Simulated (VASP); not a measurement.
Al2Cu:

```
CELL_PARAMETERS angstrom
2.77036 0.00000 0.00000
-1.38518 2.39920 0.00000
0.00000 0.00000 13.24474
ATOMIC_POSITIONS crystal
Al 0.33333 0.66667 0.25000
Al 0.33333 0.66667 0.58333
Al 0.66667 0.33333 0.41667
Al 0.66667 0.33333 0.75000
Cu 0.33333 0.66667 0.91667
Cu 0.66667 0.33333 0.08333
```

| Quantity | Value |
| --- | --- |
| Program | VASP 6.6.1 |
| Task | relaxation of cell and atoms |
| Functional | PBE |
| Potentials or basis | VASP PAW PBE potentials, release 64 (Al, Cu) |
| Cutoff | 600 eV |
| k mesh | 6 × 6 × 2 |
| Occupations | gaussian, width 0.1 eV |
| Spin | no spin polarisation |

At the start: pressure 1.5 GPa; volume 14.67 Å³/atom.

Task: How do energy, volume and symmetry change on relaxing?

Result: Over 10 steps the energy falls by 58.7 meV/atom and the volume is 14.80 Å³/atom (+0.9 %); space group P-3m1 (No. 164, to 0.05 Å).

Step by step:
```
step  energy change (eV)  largest force (eV/Å)  pressure (GPa)  volume (Å³)
   1              0.0000                1.1993            1.48        88.03
   2             -0.1208                0.7825           -0.57        89.77
   3             -0.1860                0.4283           -2.82        92.16
   4             -0.2745                0.3960           -0.49        89.50
   5             -0.2881                0.4307            1.33        87.87
   6             -0.3284                0.2777            1.00        88.11
   7             -0.3404                0.1094            0.88        88.33
   8             -0.3488                0.0298           -1.07        89.81
   9             -0.3494                0.0459           -0.58        89.46
  10             -0.3524                0.0283           -0.10        88.83
```

Final structure:
```
CELL_PARAMETERS angstrom
2.77716 0.00000 0.00000
-1.38858 2.40510 0.00000
0.00000 0.00000 13.29877
ATOMIC_POSITIONS crystal
Al 0.33333 0.66667 0.22854
Al 0.33333 0.66667 0.59258
Al 0.66667 0.33333 0.40742
Al 0.66667 0.33333 0.77146
Cu 0.33333 0.66667 0.92363
Cu 0.66667 0.33333 0.07637
```

Caveat: the k points lie up to 0.44 Å⁻¹ apart in the final cell.
